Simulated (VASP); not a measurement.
# Co (P6_3/mmc) in VASP: notebook

Co is run at these levels: PBEsol; tasks: single point.

All numbers are computed with VASP 6.6.1; they aren't measurements. Logs are shortened: lines on timing, memory, paths and dates and some standing lists are left out, and cuts for length are marked.

## (1) The cell of the first run

The structure is hexagonal, space group P6_3/mmc (No. 194). The conventional cell has a = 2.406 Å, b = 2.406 Å, c = 3.809 Å, α = 90.00°, β = 90.00°, γ = 120.00°. Within 3.1 Å of Co (site symmetry -6m2) lie 12 Co at 2.36 to 2.41 Å.

## (2) Single point, PBEsol, collinear spin, ferromagnetic start

Input file INCAR:

```
SYSTEM = Co
PREC = Accurate
ENCUT = 520
EDIFF = 1E-7
ISMEAR = 0
SIGMA = 0.15
LREAL = .FALSE.
LASPH = .TRUE.
NELM = 150
ALGO = Fast
ISIF = 2
LWAVE = .FALSE.
LCHARG = .FALSE.
ISPIN = 2
MAGMOM = 1.79 1.79
LORBIT = 11
LMAXMIX = 4
GGA = PS
NBANDS = 20
```

Input file KPOINTS:

```
regular mesh
0
G
  21 21 12
  0 0 0
```

Input file POSCAR:

```
Co
1.0
    2.4064000000      0.0000000000      0.0000000000
   -1.2032000000      2.0840035317      0.0000000000
    0.0000000000      0.0000000000      3.8087000000
Co
2
Direct
    0.3333333333      0.6666666667      0.2500000000
    0.6666666667      0.3333333333      0.7500000000
```

Potentials or basis: VASP PAW PBE potentials, release 64 (Co).

On the command line:

```sh
$ cat potpaw_PBE.64/Co/POTCAR > POTCAR
$ mpirun -np 1 vasp_std > vasp.out
```

OUTCAR:

```text
SYSTEM = Co
   PREC = Accurate
   ENCUT = 520
   EDIFF = 1E-7
   ISMEAR = 0
   LREAL = .FALSE.
   LASPH = .TRUE.
   NELM = 150
   ISIF = 2
   ISPIN = 2
   LORBIT = 11
   GGA = PS

 ion  position               nearest neighbor table
   1  0.333  0.667  0.250-   2 2.36   2 2.36   2 2.36   2 2.36   2 2.36   2 2.36
   2  0.667  0.333  0.750-   1 2.36   1 2.36   1 2.36   1 2.36   1 2.36   1 2.36

  LATTYP: Found a hexagonal cell.
 ALAT       =     2.4064000000
 C/A-ratio  =     1.5827376995

  Lattice vectors:

 A1 = (   2.4064000000,   0.0000000000,   0.0000000000)
 A2 = (  -1.2032000000,   2.0840035317,   0.0000000000)
 A3 = (   0.0000000000,   0.0000000000,   3.8087000000)

Analysis of symmetry for initial positions (statically):
=====================================================================
 Subroutine PRICEL returns:
 Original cell was already a primitive cell.

 Routine SETGRP: Setting up the symmetry group for a
 hexagonal supercell.

 Subroutine GETGRP returns: Found 24 space group operations
 (whereof 12 operations were pure point group operations)
 out of a pool of 24 trial point group operations.

The static configuration has the point symmetry D_3d.
 The point group associated with its full space group is D_6h.

Analysis of symmetry for dynamics (positions and initial velocities):
=====================================================================
 Subroutine PRICEL returns:
 Original cell was already a primitive cell.

 Routine SETGRP: Setting up the symmetry group for a
 hexagonal supercell.

 Subroutine GETGRP returns: Found 24 space group operations
 (whereof 12 operations were pure point group operations)
 out of a pool of 24 trial point group operations.

The dynamic configuration has the point symmetry D_3d.
 The point group associated with its full space group is D_6h.

Analysis of structural, dynamic, and magnetic symmetry:
=====================================================================
 Subroutine PRICEL returns:
 Original cell was already a primitive cell.

 Routine SETGRP: Setting up the symmetry group for a
 hexagonal supercell.

 Subroutine GETGRP returns: Found 24 space group operations
 (whereof 12 operations were pure point group operations)
 out of a pool of 24 trial point group operations.

The overall configuration has the point symmetry D_3d.
 The point group associated with its full space group is D_6h.

 Subroutine INISYM returns: Found 24 space group operations
 (whereof 12 operations are pure point group operations),
 and found     1 'primitive' translations
[... 117 lines left out ...]
  Fermi-wavevector in a.u.,A,eV,Ry     =   1.605036  3.033077 35.050500  2.576139
  Thomas-Fermi vector in A             =   2.701446
   LORBIT       =     11    0 simple, 1 ext, 2 COOP (PROOUT), +10 PAW based schemes
   GGA     = PS    functional components
   LHFCALC =     F    Hartree Fock is set to
   AEXX    =    0.0000 exact exchange contribution
   IVDW    =     0    specifies the selected vdW correction
   LEPSILON=     F    determine dielectric tensor
   LRPA    =     F    only Hartree local field effects (RPA)
 spin polarized calculation
 RMM-DIIS sequential band-by-band and
 Gauss-broadening in eV      SIGMA  =   0.15
  energy-cutoff  :      520.00
  volume of cell :       19.10
 maximum number of plane-waves:       537
 NGX is ok and might be reduce to    18
   NGX =  9   NGY =  9   NGZ = 15

 number of electron      18.0000005 magnetization       2.9940339

 Free energy of the ion-electron system (eV)
  ---------------------------------------------------
  ext. energy  EPLUGINS =         0.00000000
  ---------------------------------------------------
  free energy    TOTEN  =       -15.37123861 eV

  energy without entropy =      -15.35423973  energy(sigma->0) =      -15.36273917

 E-fermi :  11.9740     XC(G=0): -14.3504

 val. band max:       11.9707016464   @ k =   0.3810   0.1429   0.5000
 cond. band min:      11.9790180538   @ k =   0.3810   0.0952   0.5000
 fundamental gap:      0.0083164075
 Fermi energy:        11.9740153759

 spin component 1

 k-point     1 :       0.0000    0.0000    0.0000
  band No.  band energies     occupation
      1       2.2539      1.00000
      2       6.2194      1.00000
      3       9.2287      1.00000
      4       9.2287      1.00000
      5       9.3442      1.00000
      6       9.6502      1.00000
[... 541 lines left out ...]
     19      38.9438      0.00000
     20      40.6245      0.00000

 [... further k-points ...]

 spin component 2

 k-point     1 :       0.0000    0.0000    0.0000
  band No.  band energies     occupation
      1       2.3358      1.00000
      2       7.1326      1.00000
      3      10.7343      1.00000
      4      10.7343      1.00000
      5      10.8758      1.00000
      6      11.2138      1.00000
[... 541 lines left out ...]
     19      39.2012      0.00000
     20      41.1021      0.00000

 [... further k-points ...]

------------------------ aborting loop because EDIFF is reached ----------------------------------------

  FORCE on cell =-STRESS in cart. coord.  units (eV):
  Direction    XX          YY          ZZ          XY          YZ          ZX
  --------------------------------------------------------------------------------------
  -------------------------------------------------------------------------------------
  Total        2.4404926      2.4404926      3.4597353     -0.0000000      0.0000000      0.0000000
  in kB      204.7128238    204.7128238    290.2086976     -0.0000000      0.0000000      0.0000000
  external PRESSURE =     233.2114484 kB  Pullay stress =       0.0000000 kB

 VOLUME and BASIS-vectors are now :
 -----------------------------------------------------------------------------
  energy-cutoff  :      520.00
  volume of cell :       19.10
      direct lattice vectors                 reciprocal lattice vectors
     2.406400000  0.000000000  0.000000000     0.415558511  0.239922818  0.000000000
    -1.203200000  2.084003532  0.000000000     0.000000000  0.479845636  0.000000000
     0.000000000  0.000000000  3.808700000     0.000000000  0.000000000  0.262556778

 POSITION                                       TOTAL-FORCE (eV/Angst)
 -----------------------------------------------------------------------------------
     -0.00000      1.38934      0.95217         0.000000      0.000000      0.000000
      1.20320      0.69467      2.85652        -0.000000      0.000000      0.000000
 -----------------------------------------------------------------------------------
    total drift:                                0.000000      0.000000     -0.000000

  FREE ENERGIE OF THE ION-ELECTRON SYSTEM (eV)
  ---------------------------------------------------
  free  energy   TOTEN  =       -15.3712386057 eV

  energy  without entropy=      -15.3542397261  energy(sigma->0) =      -15.36273917

 total charge

# of ion       s       p       d       tot
------------------------------------------
    1        0.547   0.647   7.362   8.555
    2        0.547   0.647   7.362   8.555
--------------------------------------------------
tot          1.093   1.293  14.724  17.111

 magnetization (x)

# of ion       s       p       d       tot
------------------------------------------
    1       -0.016  -0.052   1.558   1.489
    2       -0.016  -0.052   1.558   1.489
--------------------------------------------------
tot         -0.032  -0.105   3.116   2.979
```

Wall time 4.1 min (1 thread of Intel Xeon 8259CL, shared host); peak memory 0.28 GiB.

What came out:

```
Free energy                                           : -15.3712 eV
Pressure                                              : 23.3 GPa
Net moment                                            : 2.99 μB per cell
Site moments                                          : Co +1.49 μB
Valence electrons inside the program's atomic spheres : Co 8.55
```

Caveat: the cell stands under pressure; the PAW data sets were made with another functional, which shifts forces and pressure a little.

## (3) Single point, PBEsol, collinear spin, ferromagnetic start

This run uses another cell than the first one, of 9.20 Å³/atom.

Input file INCAR:

```
SYSTEM = Co
PREC     = Accurate       ! precision mode
ENCUT    = 520            ! plane-wave cutoff, eV
EDIFF    = 1E-7           ! SCF threshold, eV
ISMEAR   = 0              ! smearing method
SIGMA    = 0.15           ! smearing width, eV
LREAL    = .False.        ! projectors in reciprocal space
LASPH    = .True.         ! aspherical terms in the spheres
NELM     = 150            ! most SCF steps
ALGO     = Normal         ! electronic algorithm
ISIF     = 2              ! what is computed and relaxed
LWAVE    = .False.        ! write WAVECAR
LCHARG   = .False.        ! write CHGCAR
ISPIN    = 2              ! spin polarisation
MAGMOM   = 1.79 1.79      ! initial moments
LORBIT   = 11             ! projections on sites
LMAXMIX  = 4              ! l up to which the mixer works
GGA      = PS             ! functional
NBANDS   = 20             ! bands
```

Input file KPOINTS:

```
regular mesh
0
Gamma
  21 21 12
  0 0 0
```

Input file POSCAR:

```
Co
1.0
    2.3737000000      0.0000000000      0.0000000000
   -1.1868500000      2.0556845010      0.0000000000
    0.0000000000      0.0000000000      3.7690000000
Co
2
Direct
    0.3333333333      0.6666666667      0.2500000000
    0.6666666667      0.3333333333      0.7500000000
```

Potentials or basis: VASP PAW PBE potentials, release 64 (Co).

On the command line:

```sh
$ cat potpaw_PBE.64/Co/POTCAR > POTCAR
$ mpirun -np 1 vasp_std > vasp.out
```

Run time: 96 s. Hardware: 1 thread of Intel Xeon 6975P-C (Granite Rapids), shared host; peak memory 0.27 GiB.

Results (log left out):

* Free energy: -15.2396 eV
* Pressure: 37.5 GPa
* Net moment: 2.92 μB per cell
* Site moments: Co +1.45 μB
* Valence electrons inside the program's atomic spheres: Co 8.65

Stress tensor (GPa, compression positive):
```
34.91  0.00  0.00
 0.00 34.91  0.00
 0.00  0.00 42.72
```

Levels at points of the mesh, in eV from the Fermi level:
Spin up:
| k point | band 6 | band 7 | band 8 | band 9 | band 10 | band 11 | band 12 | band 13 | band 14 | band 15 |
| --- | --- | --- | --- | --- | --- | --- | --- | --- | --- | --- |
| (0.00, 0.00, 0.00) | -2.37 | -2.37 | -2.00 | -2.00 | -0.48 | -0.48 | 0.06 | 8.28 | 23.07 | 26.82 |
| (0.00, 0.00, 0.50) | -2.92 | -2.92 | -2.92 | -0.87 | -0.87 | -0.87 | -0.87 | 17.51 | 17.51 | 23.97 |
Spin down:
```tsv
k point	band 3	band 4	band 5	band 6	band 7	band 8	band 9	band 10	band 11	band 12
(0.00, 0.00, 0.00)	-1.34	-1.34	-1.22	-0.84	-0.84	-0.43	-0.43	0.13	1.21	1.21
(0.00, 0.00, 0.50)	-1.92	-1.92	-1.46	-1.46	-1.46	-1.46	0.79	0.79	0.79	0.79
```

Caveat: the cell stands under pressure; the PAW data sets were made with another functional, which shifts forces and pressure a little.

## (4) Single point, PBEsol, collinear spin, ferromagnetic start

This run uses another cell than the first one, of 9.30 Å³/atom.

Input file INCAR:

```
SYSTEM = Co
PREC = Accurate ; ENCUT = 520
EDIFF = 1E-6 ; ISMEAR = 0
SIGMA = 0.15 ; LREAL = .FALSE.
LASPH = .TRUE. ; NELM = 150
ALGO = Normal ; ISIF = 2
LWAVE = .FALSE. ; LCHARG = .TRUE.
ISPIN = 2 ; MAGMOM = 1.79 1.79
LORBIT = 11 ; LMAXMIX = 4
GGA = PS ; LELF = .TRUE.
LVHAR = .TRUE. ; NBANDS = 20
```

Input file KPOINTS:

```
regular mesh
0
G
  21 21 12
  0 0 0
```

Input file POSCAR:

```
Co
1.0
    2.4801000000      0.0000000000      0.0000000000
   -1.2400500000      2.1478296039      0.0000000000
    0.0000000000      0.0000000000      3.4913000000
Co
2
Direct
    0.3333333333      0.6666666667      0.2500000000
    0.6666666667      0.3333333333      0.7500000000
```

On the command line:

```sh
$ cat potpaw_PBE.64/Co/POTCAR > POTCAR
$ mpirun -np 1 vasp_std > vasp.out
```

Run time: 82 s. Hardware: 1 thread of Intel Xeon 6975P-C (Granite Rapids), shared host; peak memory 0.27 GiB.

Results (log left out):

- Free energy: -14.9987 eV
- Pressure: 34.9 GPa
- Net moment: 2.49 μB per cell
- Site moments: Co +1.23 μB
- Valence electrons inside the program's atomic spheres: Co 8.65

Stress tensor (GPa, compression positive):
```
18.50  0.00  0.00
 0.00 18.50  0.00
 0.00  0.00 67.66
```

Levels at points of the mesh, in eV from the Fermi level:
Spin up:
| k point | band 6 | band 7 | band 8 | band 9 | band 10 | band 11 | band 12 | band 13 | band 14 | band 15 |
| --- | --- | --- | --- | --- | --- | --- | --- | --- | --- | --- |
| (0.00, 0.00, 0.00) | -2.48 | -2.23 | -2.23 | -2.01 | -0.37 | -0.37 | 1.78 | 10.11 | 21.32 | 24.34 |
| (0.00, 0.00, 0.50) | -3.23 | -2.65 | -2.65 | -0.68 | -0.68 | -0.68 | -0.68 | 20.30 | 20.30 | 22.87 |
Spin down:
| k point | band 5 | band 6 | band 7 | band 8 | band 9 | band 10 | band 11 | band 12 |
| --- | --- | --- | --- | --- | --- | --- | --- | --- |
| (0.00, 0.00, 0.00) | -1.29 | -1.29 | -0.88 | -0.88 | -0.56 | 0.94 | 0.94 | 1.84 |
| (0.00, 0.00, 0.50) | -2.01 | -2.01 | -1.45 | -1.45 | 0.68 | 0.68 | 0.68 | 0.68 |

Caveat: the cell stands under pressure; the PAW data sets were made with another functional, which shifts forces and pressure a little.

(Continued in part 2 of 2.)
